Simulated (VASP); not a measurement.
Runs of VASP 6.6.1 on HfN. The structure is that of space group I-4m2 (No. 119), or close to it. The cells are those of the table. 

```csv
cell,gap on the mesh (eV),pressure (GPa)
"a = 3.431, b = 3.431, c = 3.558 Å, angles 58.8, 58.8, 62.5°, 2 atoms",none,-5.9
"a = 3.517, b = 3.517, c = 3.385 Å, angles 61.2, 61.2, 57.5°, 2 atoms",none,(a)
"a = 3.386, b = 3.386, c = 3.472 Å, angles 59.2, 59.2, 61.7°, 2 atoms",none,4.4
"a = 3.476, b = 3.476, c = 3.298 Å, angles 61.7, 61.7, 56.6°, 2 atoms",none,4.6
```

Alike in all rows: task single point; level PBEsol; potentials or basis VASP PAW PBE potentials, release 64 (Hf_pv, N); no spin polarisation; k mesh 16 × 16 × 16; cutoff (eV) 520; smearing gaussian 0.15 eV.

Q: Fill in the values left out.

A: (a) -5.8.

Caveats: the PAW data sets were made with another functional, which shifts forces and pressure a little; spin-orbit coupling is left out, which moves the levels of the heavy elements; an odd number of electrons without spin polarisation forces a metal; a magnetic or distorted state may lie lower; the stress differs along the axes, from -9 to 1 GPa (at least some runs); the stress differs along the axes, from -14 to -2 GPa (at least some runs); the stress differs along the axes, from 2 to 9 GPa (at least some runs).

A k mesh can miss the band edges, and the runs leave out spin-orbit coupling on Hf.

A gap of «none» marks levels without a gap at the run's occupations.
